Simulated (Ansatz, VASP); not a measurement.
# AlAs in VASP and in Ansatz

INCAR

```
SYSTEM = AlAs
PREC = Accurate
ENCUT = 500
EDIFF = 1E-6
ISMEAR = 0
SIGMA = 0.02
LREAL = .False.
LASPH = .True.
NELM = 120
ALGO = Normal
ISIF = 2
LWAVE = .False.
LCHARG = .False.
GGA = CA
NBANDS = 11
GGA_COMPAT = .False.
```

Contents of KPOINTS:

```
Automatic mesh
0
Gamma
  8 8 8
  0 0 0
```

POSCAR

```
AlAs
1.0
    0.0000000000      2.8143768890      2.8143768890
    2.8143768890      0.0000000000      2.8143768890
    2.8143768890      2.8143768890      0.0000000000
Al As
1 1
Direct
    0.0000000000      0.0000000000      0.0000000000
    0.2500000000      0.2500000000      0.2500000000
```

Input for Ansatz:

```yaml
crystal:
  lattice:
    - [0.0, 2.814376889, 2.814376889]
    - [2.814376889, 0.0, 2.814376889]
    - [2.814376889, 2.814376889, 0.0]
  atoms:
    - { symbol: Al, position: [0.0, 0.0, 0.0] }
    - { symbol: As, position: [0.25, 0.25, 0.25] }
basis:
  ecutwfc: 420
kpoints:
  mp_grid: { grid: [8, 8, 8] }
  band_path:
    path:
      - [[0.0, 0.0, 0.0], [-0.5, -0.5, 0.0], [-0.375, -0.375, 0.25]]
      - [[-0.375, 0.0, 0.375], [0.0, 0.0, 0.0], [0.0, 0.0, 0.5], [-0.5, -0.25, 0.25], [-0.5, -0.5, 0.0]]
    npoints: 10
hamiltonian:
  xc: lda
  pseudopotentials: { kind: paw, azcp: { folder: soft_1 } }
scf:
  occupations: { method: gaussian, width: 0.02 }
  n_extra_bands: 7
output:
  forces: true
  stress: true
  eigenvalues: true
```

Alike in both runs: task single point; functional LDA; k mesh 8 × 8 × 8; occupations gaussian, width 0.02 eV; no spin polarisation.

|  | VASP | Ansatz |
| --- | --- | --- |
| version | VASP 6.6.1 | Ansatz 0.2.0 |
| potentials or method | VASP PAW LDA potentials, release 64 (Al, As), cutoff 500 eV | scalar-relativistic, plane waves, PAW |
| valence electrons in the cell | 8 | 18 |

Ansatz gave:

- gap on the k mesh at the Fermi level (eV): 1.32
- least direct gap on the mesh (eV): 1.98
- pressure (GPa): 0.0

**Question.** What did VASP give for the same quantities?

**Answer.** gap on the k mesh at the Fermi level (eV): 1.31; least direct gap on the mesh (eV): 2.02; pressure (GPa): 0.4.

Ansatz warns that its potentials were made for another functional, while VASP's fit it. LDA's correlation is that of Perdew and Zunger in VASP and of Perdew and Wang (1992) in Ansatz. VASP's potentials hold 8 valence electrons a cell and Ansatz's 18, so a difference there can come from the potentials and not from the codes.
